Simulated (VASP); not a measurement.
Wanted: the native input for a VASP 6.6.1 run.

| Quantity | Value |
| --- | --- |
| Task | single point |
| Functional | PBEsol |
| Potentials or basis | VASP PAW PBE potentials, release 64 (Si, Ge_d) |
| Cutoff | 520 eV |
| k mesh | 2 × 2 × 2 |
| Occupations | gaussian, width 0.02 eV |
| Spin | no spin polarisation |
| Dipole correction | no |
| Further INCAR settings | LREAL = Auto; ALGO = Normal; EDIFF = 1e-07; NBANDS = 53 |

The structure of Si16Ge (a cell with a defect) lies in POSCAR:

```
Si16Ge
1.0
    0.0000000000      5.4300000000      5.4300000000
    5.4300000000      0.0000000000      5.4300000000
    5.4300000000      5.4300000000      0.0000000000
Si Ge
16 1
Direct
    0.0339878453     -0.0115583794     -0.0113130755
    0.1301868324      0.1282875691      0.1285207182
   -0.0072711786      0.0085350829      0.5002886740
    0.1309216390      0.1287140884      0.6130220074
   -0.0072567219      0.5000561694      0.0087616943
    0.1309362799      0.6127788214      0.1289451197
   -0.0063458564      0.4997594843      0.4999841621
    0.0948960405      0.6354665746      0.6356969613
    0.5110864641      0.0074560773      0.0076700737
    0.6689385820      0.1101415285      0.1103838858
    0.5106728361      0.0097501842      0.4738413444
    0.6217822284      0.1431058011      0.6183652855
    0.5106750460      0.4736030387      0.0099754144
    0.6217895028      0.6181311234      0.1433377532
    0.4670230203      0.5111060773      0.5113484346
    0.6221158379      0.6180828729      0.6183132597
    0.4273519337      0.8572300184      0.8574681400
```

These files were run (other wordings do the same):

INCAR

```
SYSTEM = Si16Ge
PREC = Accurate
ENCUT = 520
EDIFF = 1E-7
ISMEAR = 0
SIGMA = 0.02
LREAL = Auto
LASPH = .TRUE.
NELM = 60
ALGO = Normal
ISIF = 2
LWAVE = .FALSE.
LCHARG = .FALSE.
GGA = PS
NBANDS = 53
```

KPOINTS

```
Automatic mesh
0
G
  2 2 2
  0 0 0
```

Potentials or basis: VASP PAW PBE potentials, release 64 (Si, Ge_d).

Command:

```console
$ cat potpaw_PBE.64/Si/POTCAR potpaw_PBE.64/Ge_d/POTCAR > POTCAR
$ mpirun -np 1 vasp_std > vasp.out
```

Results of the run:

```
Pressure               : 4.3 GPa
Largest force          : 0.247 eV/Å
Band gap on the k mesh : zero (band 39 reaches 6.84 eV, above the bottom of band 40 at 6.61 eV)
```

Caveat: the k points lie up to 0.50 Å⁻¹ apart; the PAW data sets were made with another functional, which shifts forces and pressure a little.

Run time: 2.7 min on 1 thread of Intel(R) Xeon(R) 6975P-C (Granite Rapids) (shared host), peak memory 0.49 GiB.
